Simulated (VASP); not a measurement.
A run of VASP 6.6.1:

File INCAR:

```
PREC = Accurate
ENCUT = 500
EDIFF = 1E-6
ISMEAR = 1
SIGMA = 0.1
LREAL = False
LASPH = True
NELM = 120
ALGO = Normal
ISIF = 2
LWAVE = False
LCHARG = False
GGA = CA
NBANDS = 12
GGA_COMPAT = False
```

KPOINTS

```
Automatic mesh
0
Gamma
  6 6 6
```

Contents of POSCAR:

```
TeAs
1.0
    0.0000000000      2.9676670000      2.9676670000
    2.9676670000      0.0000000000      2.9676670000
    2.9676670000      2.9676670000      0.0000000000
Te As
1 1
Direct
    0.5000000000      0.5000000000      0.5000000000
    0.0000000000      0.0000000000      0.0000000000
```

Potentials or basis: VASP PAW LDA potentials, release 64 (Te, As).

Command:

```bash
$ cat potpaw_LDA.64/Te/POTCAR potpaw_LDA.64/As/POTCAR > POTCAR
$ mpirun -np 1 vasp_std > vasp.out
```

Hardware: 1 thread of Intel Xeon 8259CL, on a shared host.

Task: How long does it take, and how much memory?

Result: It took 7.7 s on 1 thread of Intel Xeon 8259CL, with other jobs on the host, peak memory 0.15 GiB. Counts: scf iterations 10, k points 16.
